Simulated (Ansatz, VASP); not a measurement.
SiW12: VASP beside Ansatz

```
W Si
1.0
     5.66442    0.00000    0.00000
     0.00000    5.66442    0.00000
     0.00000    0.00000   21.15007
W Si
12 1
Direct
  0.25000 0.25000 0.18912
  0.25000 0.75000 0.18912
  0.75000 0.25000 0.18912
  0.75000 0.75000 0.18912
  0.00000 0.00000 0.28489
  0.00000 0.50000 0.28489
  0.50000 0.00000 0.28489
  0.50000 0.50000 0.28489
  0.25000 0.25000 0.38062
  0.25000 0.75000 0.38062
  0.75000 0.25000 0.38062
  0.75000 0.75000 0.38062
  0.25000 0.50000 0.52719
```

Alike in both runs: task single point; functional PBE; dispersion D3(BJ); k mesh 5 × 5 × 1; occupations gaussian, width 0.1 eV; no spin polarisation.

```csv
,VASP,Ansatz
version,VASP 6.6.1,Ansatz 0.2.0
potentials or method,"VASP PAW PBE potentials, release 64 (W_sv, Si), cutoff 520 eV","scalar-relativistic, plane waves, PAW"
valence electrons in the cell,172,172
```

|  | VASP | Ansatz | Ansatz less VASP |
| --- | --- | --- | --- |
| gap on the k mesh at the Fermi level (eV) | none | none | - |
| rms of the force components (eV/Å) | 0.570 | 0.565 | -0.0043 |

Atom by atom the forces differ by 0.015 eV/Å (rms over components). A gap of «none» marks a metal or a gap that the smearing closes.

Spin-orbit coupling is off throughout.
